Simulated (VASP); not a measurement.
# Fe (Im-3m) in VASP: a series of runs

Fe is run at these levels: r2SCAN; tasks: single point.

Program: VASP 6.6.1. These are calculated values, not measurements. Logs are shortened: lines on timing, memory, paths and dates and some standing lists are left out, and cuts for length are marked.

## (1) The cell of the first run

The structure is cubic, space group Im-3m (No. 229). The conventional cell has a = 2.869 Å, b = 2.869 Å, c = 2.869 Å, α = 90.00°, β = 90.00°, γ = 90.00°. Within 3.3 Å of Fe (site symmetry m-3m) lie 14 Fe at 2.48 to 2.87 Å.

## (2) Single point, r2SCAN, collinear spin, ferromagnetic start

Input file POSCAR:

```
Fe
1.0
   -1.4345540696      1.4345540696      1.4345540696
    1.4345540696     -1.4345540696      1.4345540696
    1.4345540696      1.4345540696     -1.4345540696
Fe
1
Direct
    0.0000000000      0.0000000000      0.0000000000
```

Input file INCAR.step1:

```
PREC     = Accurate       # precision mode
ENCUT    = 520            # plane-wave cutoff, eV
ISMEAR   = 1              # smearing method
SIGMA    = 0.6            # smearing width, eV
LREAL    = F              # projectors in reciprocal space
LASPH    = T              # aspherical terms in the spheres
NELM     = 150            # most SCF steps
ISPIN    = 2              # spin polarisation
MAGMOM   = 2.804          # initial moments
LMAXMIX  = 4              # l up to which the mixer works
NBANDS   = 14             # bands
GGA      = PE             # functional
ALGO     = Normal         # electronic algorithm
EDIFF    = 1E-4           # SCF threshold, eV
LWAVE    = T              # write WAVECAR
LCHARG   = F              # write CHGCAR
```

Input file INCAR.step2:

```
PREC     = Accurate       # precision mode
ENCUT    = 520            # plane-wave cutoff, eV
EDIFF    = 1E-7           # SCF threshold, eV
ISMEAR   = 1              # smearing method
SIGMA    = 0.6            # smearing width, eV
LREAL    = F              # projectors in reciprocal space
LASPH    = T              # aspherical terms in the spheres
NELM     = 150            # most SCF steps
ALGO     = Normal         # electronic algorithm
ISIF     = 2              # what is computed and relaxed
LWAVE    = F              # write WAVECAR
LCHARG   = T              # write CHGCAR
ISPIN    = 2              # spin polarisation
MAGMOM   = 2.804          # initial moments
LORBIT   = 11             # projections on sites
LMAXMIX  = 4              # l up to which the mixer works
METAGGA  = R2SCAN         # meta-GGA
LMIXTAU  = T            
LELF     = T              # ELF
LVHAR    = T            
NBANDS   = 14             # bands
ISTART   = 1
```

Input file KPOINTS:

```
Automatic mesh
0
Gamma
  15 15 15
```

Potentials or basis: VASP PAW PBE potentials, release 64 (Fe).

Run with:

```sh
$ cat potpaw_PBE.64/Fe/POTCAR > POTCAR
$ cp INCAR.step1 INCAR
$ mpirun -np 1 vasp_std > vasp.out
$ cp INCAR.step2 INCAR
$ mpirun -np 1 vasp_std > vasp.out
```

OUTCAR:

```text
PREC = Accurate
   ENCUT = 520
   EDIFF = 1E-7
   ISMEAR = 1
   LREAL = F
   LASPH = T
   NELM = 150
   ISIF = 2
   ISPIN = 2
   LORBIT = 11
   METAGGA = R2SCAN
   ISTART = 1

 ion  position               nearest neighbor table
   1  0.000  0.000  0.000-

  LATTYP: Found a body centered cubic cell.
 ALAT       =     2.8691081392

  Lattice vectors:

 A1 = (  -1.4345540696,   1.4345540696,   1.4345540696)
 A2 = (   1.4345540696,  -1.4345540696,   1.4345540696)
 A3 = (   1.4345540696,   1.4345540696,  -1.4345540696)

Analysis of symmetry for initial positions (statically):
=====================================================================
 Subroutine PRICEL returns:
 Original cell was already a primitive cell.

 Routine SETGRP: Setting up the symmetry group for a
 body centered cubic supercell.

 Subroutine GETGRP returns: Found 48 space group operations
 (whereof 48 operations were pure point group operations)
 out of a pool of 48 trial point group operations.

The static configuration has the point symmetry O_h .

Analysis of symmetry for dynamics (positions and initial velocities):
=====================================================================
 Subroutine PRICEL returns:
 Original cell was already a primitive cell.

 Routine SETGRP: Setting up the symmetry group for a
 body centered cubic supercell.

 Subroutine GETGRP returns: Found 48 space group operations
 (whereof 48 operations were pure point group operations)
 out of a pool of 48 trial point group operations.

The dynamic configuration has the point symmetry O_h .

Analysis of structural, dynamic, and magnetic symmetry:
=====================================================================
 Subroutine PRICEL returns:
 Original cell was already a primitive cell.

 Routine SETGRP: Setting up the symmetry group for a
 body centered cubic supercell.

 Subroutine GETGRP returns: Found 48 space group operations
 (whereof 48 operations were pure point group operations)
 out of a pool of 48 trial point group operations.

The overall configuration has the point symmetry O_h .

 Subroutine INISYM returns: Found 48 space group operations
 (whereof 48 operations are pure point group operations),
 and found     1 'primitive' translations

----------------------------------------------------------------------------------------

                                     Primitive cell

  volume of cell :      11.8089

  direct lattice vectors                    reciprocal lattice vectors
    -1.434554070  1.434554070  1.434554070     0.000000000  0.348540366  0.348540366
     1.434554070 -1.434554070  1.434554070     0.348540366  0.000000000  0.348540366
     1.434554070  1.434554070 -1.434554070     0.348540366  0.348540366  0.000000000
[... 117 lines left out ...]
 maximum number of plane-waves:       333
   NGX =  9   NGY =  9   NGZ =  9

 number of electron       7.9999996 magnetization       2.6746861

 Free energy of the ion-electron system (eV)
  ---------------------------------------------------
  ext. energy  EPLUGINS =         0.00000000
  ---------------------------------------------------
  free energy    TOTEN  =       -14.35638912 eV

  energy without entropy =      -14.37005636  energy(sigma->0) =      -14.36094487

 E-fermi :   5.4617     XC(G=0): -13.9981

 val. band max:        5.4552807957   @ k =   0.1333   0.0667   0.0000
 cond. band min:       5.4680449098   @ k =  -0.2667   0.2667   0.2667
 fundamental gap:      0.0127641141
 Fermi energy:         5.4617228249

 spin component 1

 k-point     1 :       0.0000    0.0000    0.0000
  band No.  band energies     occupation
      1      -3.0309      1.00000
      2       2.3742      1.00000
      3       2.3744      1.00000
      4       2.3744      1.00000
      5       3.5812      1.00004
      6       3.5812      1.00004
      7      31.0508      0.00000
      8      31.0509      0.00000
      9      31.0509      0.00000
     10      35.8726      0.00000
     11      35.8726      0.00000
     12      37.5184      0.00000
     13      37.5184      0.00000
     14      37.5191      0.00000
[... 379 lines left out ...]
      3       2.6085      1.00000
      4       3.6128      1.00006
      5       4.0918      1.00289
      6       8.9974     -0.00000
      7      12.5681     -0.00000
      8      18.0627      0.00000
      9      24.7064      0.00000
     10      31.8353      0.00000
     11      36.6726      0.00000
     12      39.5092      0.00000
     13      43.3777      0.00000
     14      50.0014      0.00000

 [... further k-points ...]

 spin component 2

 k-point     1 :       0.0000    0.0000    0.0000
  band No.  band energies     occupation
      1      -3.6477      1.00000
      2       5.8399      0.06685
      3       5.8400      0.06682
      4       5.8400      0.06681
      5       8.0280     -0.00000
      6       8.0280     -0.00000
      7      30.6919      0.00000
      8      30.6920      0.00000
      9      30.6920      0.00000
     10      36.4703      0.00000
     11      36.4703      0.00000
     12      39.3128      0.00000
     13      39.3128      0.00000
     14      39.3133      0.00000
[... 379 lines left out ...]
      3       4.4927      1.02237
      4       7.8114     -0.00000
      5       8.3092     -0.00000
      6      10.8840     -0.00000
      7      14.5931     -0.00000
      8      19.1222      0.00000
      9      25.7157      0.00000
     10      32.4723      0.00000
     11      37.2634      0.00000
     12      40.9861      0.00000
     13      45.5642      0.00000
     14      50.8812      0.00000

 [... further k-points ...]
[... 5 lines left out ...]
  --------------------------------------------------------------------------------------
  -------------------------------------------------------------------------------------
  Total       -0.0256178     -0.0256178     -0.0256178      0.0000000      0.0000000      0.0000000
  in kB       -3.4756999     -3.4756999     -3.4756999      0.0000000      0.0000000      0.0000000
  external PRESSURE =      -3.4756999 kB  Pullay stress =       0.0000000 kB

 VOLUME and BASIS-vectors are now :
 -----------------------------------------------------------------------------
  energy-cutoff  :      520.00
  volume of cell :       11.81
      direct lattice vectors                 reciprocal lattice vectors
    -1.434554070  1.434554070  1.434554070     0.000000000  0.348540366  0.348540366
     1.434554070 -1.434554070  1.434554070     0.348540366  0.000000000  0.348540366
     1.434554070  1.434554070 -1.434554070     0.348540366  0.348540366  0.000000000

 POSITION                                       TOTAL-FORCE (eV/Angst)
 -----------------------------------------------------------------------------------
      0.00000      0.00000      0.00000         0.000000      0.000000      0.000000
 -----------------------------------------------------------------------------------
    total drift:                                0.000000      0.000000      0.000000

  FREE ENERGIE OF THE ION-ELECTRON SYSTEM (eV)
  ---------------------------------------------------
  free  energy   TOTEN  =       -14.3563891225 eV

  energy  without entropy=      -14.3700563634  energy(sigma->0) =      -14.36094487

 total charge

# of ion       s       p       d       tot
------------------------------------------
    1        0.477   0.547   6.168   7.193

 magnetization (x)

# of ion       s       p       d       tot
------------------------------------------
    1       -0.012  -0.116   2.872   2.744
```

OSZICAR.step1:

```text
N       E                     dE             d eps       ncg     rms          rms(c)
DAV:   1     0.221618187864E+02    0.22162E+02   -0.37761E+03  7280   0.692E+02
DAV:   2    -0.824137748275E+01   -0.30403E+02   -0.27744E+02  7320   0.128E+02
DAV:   3    -0.917310794297E+01   -0.93173E+00   -0.92428E+00  8126   0.234E+01
DAV:   4    -0.917609291961E+01   -0.29850E-02   -0.29847E-02  7820   0.121E+00
DAV:   5    -0.917610773822E+01   -0.14819E-04   -0.14817E-04  7978   0.876E-02    0.110E+01
DAV:   6    -0.832442694981E+01    0.85168E+00   -0.10925E+01  8418   0.376E+01    0.600E+00
DAV:   7    -0.823596211328E+01    0.88465E-01   -0.79377E-01  8328   0.973E+00    0.341E+00
DAV:   8    -0.823010911920E+01    0.58530E-02   -0.86179E-03  7906   0.534E-01    0.139E+00
DAV:   9    -0.822335168476E+01    0.67574E-02   -0.90772E-03  9046   0.483E-01    0.338E-01
DAV:  10    -0.822329645923E+01    0.55226E-04   -0.66741E-04  7968   0.276E-01
   1 F= -.82232965E+01 E0= -.82358296E+01  d E =0.375995E-01  mag=     2.2625
```

Run time: 66 s. Hardware: 1 thread of Intel Xeon 6975P-C (Granite Rapids), shared host; peak memory 0.15 GiB.

What came out:

```
Free energy                                           : -14.3564 eV
Pressure                                              : -0.3 GPa
Net moment                                            : 2.67 μB per cell
Site moments                                          : Fe +2.74 μB
Valence electrons inside the program's atomic spheres : Fe 7.19
```

Caveat: the PAW data sets were made with another functional, which shifts forces and pressure a little.

## (3) Single point, r2SCAN, collinear spin, ferromagnetic start

POSCAR is that of step 2.

Input file INCAR.step1:

```
SYSTEM = Fe
PREC = Accurate
ENCUT = 520
ISMEAR = 1
SIGMA = 1.0
LREAL = .False.
LASPH = .True.
NELM = 150
ISPIN = 2
MAGMOM = 2.804
LMAXMIX = 4
NBANDS = 14
GGA = PE
ALGO = Normal
EDIFF = 1E-4
LWAVE = .True.
LCHARG = .False.
```

Input file INCAR.step2:

```
SYSTEM = Fe
PREC = Accurate
ENCUT = 520
EDIFF = 1E-6
ISMEAR = 1
SIGMA = 1.0
LREAL = .False.
LASPH = .True.
NELM = 150
ALGO = Normal
ISIF = 2
LWAVE = .False.
LCHARG = .False.
ISPIN = 2
MAGMOM = 2.804
LORBIT = 11
LMAXMIX = 4
METAGGA = R2SCAN
LMIXTAU = .True.
NBANDS = 14
ISTART = 1
```

Input file KPOINTS:

```
regular mesh
0
Gamma
  15 15 15
  0 0 0
```

Potentials or basis: VASP PAW PBE potentials, release 64 (Fe).

Run with:

```sh
$ cat potpaw_PBE.64/Fe/POTCAR > POTCAR
$ cp INCAR.step1 INCAR
$ mpirun -np 1 vasp_std > vasp.out
$ cp INCAR.step2 INCAR
$ mpirun -np 1 vasp_std > vasp.out
```

OUTCAR:

```text
SYSTEM = Fe
   PREC = Accurate
   ENCUT = 520
   EDIFF = 1E-6
   ISMEAR = 1
   LREAL = .False.
   LASPH = .True.
   NELM = 150
   ISIF = 2
   ISPIN = 2
   LORBIT = 11
   METAGGA = R2SCAN
   ISTART = 1

 ion  position               nearest neighbor table
   1  0.000  0.000  0.000-

  LATTYP: Found a body centered cubic cell.
 ALAT       =     2.8691081392

  Lattice vectors:

 A1 = (  -1.4345540696,   1.4345540696,   1.4345540696)
 A2 = (   1.4345540696,  -1.4345540696,   1.4345540696)
 A3 = (   1.4345540696,   1.4345540696,  -1.4345540696)

Analysis of symmetry for initial positions (statically):
=====================================================================
 Subroutine PRICEL returns:
 Original cell was already a primitive cell.

 Routine SETGRP: Setting up the symmetry group for a
 body centered cubic supercell.

 Subroutine GETGRP returns: Found 48 space group operations
 (whereof 48 operations were pure point group operations)
 out of a pool of 48 trial point group operations.

The static configuration has the point symmetry O_h .

Analysis of symmetry for dynamics (positions and initial velocities):
=====================================================================
 Subroutine PRICEL returns:
 Original cell was already a primitive cell.

 Routine SETGRP: Setting up the symmetry group for a
 body centered cubic supercell.

 Subroutine GETGRP returns: Found 48 space group operations
 (whereof 48 operations were pure point group operations)
 out of a pool of 48 trial point group operations.

The dynamic configuration has the point symmetry O_h .

Analysis of structural, dynamic, and magnetic symmetry:
=====================================================================
 Subroutine PRICEL returns:
 Original cell was already a primitive cell.

 Routine SETGRP: Setting up the symmetry group for a
 body centered cubic supercell.

 Subroutine GETGRP returns: Found 48 space group operations
 (whereof 48 operations were pure point group operations)
 out of a pool of 48 trial point group operations.

The overall configuration has the point symmetry O_h .

 Subroutine INISYM returns: Found 48 space group operations
 (whereof 48 operations are pure point group operations),
[... 153 lines left out ...]
      1      -3.0487      1.00000
      2       2.3640      1.00003
      3       2.3641      1.00003
      4       2.3641      1.00003
      5       3.5670      1.00874
      6       3.5670      1.00874
      7      31.0338      0.00000
      8      31.0339      0.00000
      9      31.0339      0.00000
     10      35.8601      0.00000
     11      35.8601      0.00000
     12      37.5064      0.00000
     13      37.5064      0.00000
     14      37.5071      0.00000
[... 379 lines left out ...]
      3       2.5946      1.00013
      4       3.6002      1.00969
      5       4.0802      1.02944
      6       8.9831     -0.00001
      7      12.5545     -0.00000
      8      18.0481     -0.00000
      9      24.6919     -0.00000
     10      31.8210      0.00000
     11      36.6578      0.00000
     12      39.4960      0.00000
     13      43.3640      0.00000
     14      49.9870      0.00000

 [... further k-points ...]

 spin component 2

 k-point     1 :       0.0000    0.0000    0.0000
  band No.  band energies     occupation
      1      -3.6290      1.00000
      2       5.8906      0.22192
      3       5.8906      0.22189
      4       5.8906      0.22189
      5       8.0827     -0.00095
      6       8.0828     -0.00095
      7      30.7036      0.00000
      8      30.7037      0.00000
      9      30.7037      0.00000
     10      36.4913      0.00000
     11      36.4914      0.00000
     12      39.3471      0.00000
     13      39.3471      0.00000
     14      39.3476      0.00000
[... 379 lines left out ...]
      3       4.5222      1.02679
      4       7.8656     -0.00243
      5       8.3648     -0.00024
      6      10.9291     -0.00000
      7      14.6345     -0.00000
      8      19.1520     -0.00000
      9      25.7414      0.00000
     10      32.4955      0.00000
     11      37.2825      0.00000
     12      41.0125      0.00000
     13      45.5946      0.00000
     14      50.8974      0.00000

 [... further k-points ...]
[... 5 lines left out ...]
  --------------------------------------------------------------------------------------
  -------------------------------------------------------------------------------------
  Total        0.0254946      0.0254946      0.0254946     -0.0000000      0.0000000     -0.0000000
  in kB        3.4589802      3.4589802      3.4589802     -0.0000000      0.0000000     -0.0000000
  external PRESSURE =       3.4589802 kB  Pullay stress =       0.0000000 kB

 VOLUME and BASIS-vectors are now :
 -----------------------------------------------------------------------------
  energy-cutoff  :      520.00
  volume of cell :       11.81
      direct lattice vectors                 reciprocal lattice vectors
    -1.434554070  1.434554070  1.434554070     0.000000000  0.348540366  0.348540366
     1.434554070 -1.434554070  1.434554070     0.348540366  0.000000000  0.348540366
     1.434554070  1.434554070 -1.434554070     0.348540366  0.348540366  0.000000000

 POSITION                                       TOTAL-FORCE (eV/Angst)
 -----------------------------------------------------------------------------------
      0.00000      0.00000      0.00000        -0.000000      0.000000      0.000000
 -----------------------------------------------------------------------------------
    total drift:                                0.000000      0.000000      0.000000

  FREE ENERGIE OF THE ION-ELECTRON SYSTEM (eV)
  ---------------------------------------------------
  free  energy   TOTEN  =       -14.3388114647 eV

  energy  without entropy=      -14.4077098321  energy(sigma->0) =      -14.36177759

 total charge

# of ion       s       p       d       tot
------------------------------------------
    1        0.479   0.547   6.167   7.194

 magnetization (x)

# of ion       s       p       d       tot
------------------------------------------
    1       -0.011  -0.110   2.919   2.798
```

Run time: 51 s. Hardware: 1 thread of Intel Xeon 6975P-C (Granite Rapids), shared host; peak memory 0.14 GiB.

Results:

| Item | Value |
| --- | --- |
| Free energy | -14.3388 eV |
| Pressure | 0.3 GPa |
| Net moment | 2.73 μB per cell |
| Site moments | Fe +2.80 μB |
| Valence electrons inside the program's atomic spheres | Fe 7.19 |

Caveat: the PAW data sets were made with another functional, which shifts forces and pressure a little.

[end of part 1 of 2]
